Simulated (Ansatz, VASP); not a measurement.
**Two plane-wave programs on TiSnTe3**

Contents of INCAR:

```
PREC     = Accurate       # precision mode
ENCUT    = 520            # plane-wave cutoff, eV
EDIFF    = 1E-6           # SCF threshold, eV
ISMEAR   = 0              # smearing method
SIGMA    = 0.1            # smearing width, eV
LREAL    = False          # projectors in reciprocal space
LASPH    = True           # aspherical terms in the spheres
NELM     = 80             # most SCF steps
ALGO     = Normal         # electronic algorithm
ISIF     = 2              # what is computed and relaxed
LWAVE    = False          # write WAVECAR
LCHARG   = False          # write CHGCAR
GGA      = PE             # functional
NBANDS   = 30             # bands
```

KPOINTS

```
regular mesh
0
Gamma
  4 4 4
```

POSCAR

```
TiSnTe3
1.0
    5.3471010700      0.0000000000      0.0000000000
    0.0000000000      5.3471010700      0.0000000000
    0.0000000000      0.0000000000      5.3471010700
Ti Sn Te
1 1 3
Direct
    0.5000000000      0.5000000000      0.5000000000
    0.0000000000      0.0000000000      0.0000000000
    0.5000000000      0.5000000000      0.0000000000
    0.0000000000      0.5000000000      0.5000000000
    0.5000000000      0.0000000000      0.5000000000
```

Input for Ansatz:

```yaml
crystal:
  lattice:
    - [5.34710107, 0.0, 0.0]
    - [0.0, 5.34710107, 0.0]
    - [0.0, 0.0, 5.34710107]
  atoms:
    - { symbol: Ti, position: [0.5, 0.5, 0.5] }
    - { symbol: Sn, position: [0.0, 0.0, 0.0] }
    - { symbol: Te, position: [0.5, 0.5, 0.0] }
    - { symbol: Te, position: [0.0, 0.5, 0.5] }
    - { symbol: Te, position: [0.5, 0.0, 0.5] }
basis:
  ecutwfc: 420
kpoints:
  mp_grid: { grid: [4, 4, 4] }
hamiltonian:
  xc: pbe
scf:
  occupations: { method: gaussian, width: 0.1 }
  lower_state_search: "off"
output:
  forces: true
  stress: true
  eigenvalues: true
```

Change from the starting cell: species swapped into the Pr3InN type (Pm-3m, No. 221).

Alike in both runs: task single point; functional PBE; k mesh 4 × 4 × 4; occupations gaussian, width 0.1 eV; no spin polarisation.

|  | VASP | Ansatz |
| --- | --- | --- |
| version | VASP 6.6.1 | Ansatz 0.2.0 |
| potentials or method | VASP PAW PBE potentials, release 64 (Ti_sv, Sn_d, Te), cutoff 520 eV | scalar-relativistic, plane waves, PAW |
| valence electrons in the cell | 44 | 74 |

```csv
,VASP,Ansatz,Ansatz less VASP
gap on the k mesh at the Fermi level (eV),none,none,-
pressure (GPa),0.9,0.9,0.00
```

A gap of «none» marks a metal or a gap that the smearing closes. VASP's potentials hold 44 valence electrons a cell and Ansatz's 74, so a difference there can come from the potentials and not from the codes.

Spin-orbit coupling is off throughout.
